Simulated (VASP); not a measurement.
Runs of VASP 6.6.1 on RbLi3Rh. The structure is that of space group Pm-3m (No. 221), or close to it. The cells are those of the table. 

```tsv
task	potentials or basis	spin	cell	k mesh	cutoff (eV)	second run	gap on the mesh (eV)	pressure (GPa)	relaxed volume (Å³/atom)
relaxation of cell and atoms	VASP PAW PBE potentials, release 64 (Rb_sv, Li_sv, Rh_sv_GW)	off	relaxed from a = 4.600 Å, 5 atoms	4 × 4 × 4	750	valence_matched	none	-0.1	(a)
single point	VASP PAW PBE potentials, release 64 (Rb_sv, Li_sv, Rh_pv)	off	a = 4.708 Å, 5 atoms	4 × 4 × 4	520	-	none	-	-
single point	VASP PAW PBE potentials, release 64 (Rb_sv, Li_sv, Rh_pv)	off	a = 4.719 Å, 5 atoms	8 × 8 × 8	520	-	none	-	-
relaxation of cell and atoms	VASP PAW PBE potentials, release 64 (Rb_sv, Li_sv, Rh_pv)	off	relaxed from a = 4.600 Å, 5 atoms	4 × 4 × 4	600	-	none	-0.2	21.18
single point	VASP PAW PBE potentials, release 64 (Rb_sv, Li_sv, Rh_pv)	collinear, ferromagnetic start	a = 4.708 Å, 5 atoms	4 × 4 × 4	520	-	none	-	-
```

Alike in all rows: level PBE; smearing gaussian 0.1 eV.

Problem. Fill in the values left out.

Solution. (a) 21.04.

Caveats: the cutoff is under 1.25 times the usual one of these potentials, so pressure, stress and relaxed cells hold a basis-set (Pulay) error (some runs).

A k mesh can miss the band edges, and the runs leave out spin-orbit coupling on Rb, Rh.

A gap of «none» marks levels without a gap at the run's occupations.

The runs don't all hold the same shells in valence.
